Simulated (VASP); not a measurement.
Runs of VASP 6.6.1 on ZnSe. The structure is that of space group F-43m (No. 216), or close to it. The cells are those of the table. 

| task | level | cell | k mesh | cutoff (eV) | gap on the mesh (eV) | pressure (GPa) | relaxed volume (Å³/atom) |
| --- | --- | --- | --- | --- | --- | --- | --- |
| single point | r2SCAN+rVV10 | a = 3.987 Å, angles 60.0°, 2 atoms | 8 × 8 × 8 | 520 | (a) | 0.3 | - |
| relaxation of cell and atoms | PBEsol | relaxed from a = 4.006 Å, angles 60.0°, 2 atoms | 6 × 6 × 6 | 600 | 1.22 | 0.0 | 22.45 |
| relaxation of cell and atoms | r2SCAN+rVV10 | relaxed from a = 3.984 Å, angles 60.0°, 2 atoms | 8 × 8 × 8 | 600 | 1.87 | 0.0 | 22.50 |
| single point | PBEsol | a = 3.984 Å, angles 60.0°, 2 atoms | 6 × 6 × 6 | 520 | (b) | 0.3 | - |

Alike in all rows: potentials or basis VASP PAW PBE potentials, release 64 (Zn, Se); no spin polarisation; smearing fermi-dirac 0.03 eV.

Question: Fill in the values left out.

Answer: (a) 1.89; (b) 1.24.

Caveats: the PAW data sets were made with another functional, which shifts forces and pressure a little.

A k mesh can miss the band edges, and the runs leave out spin-orbit coupling on Se.
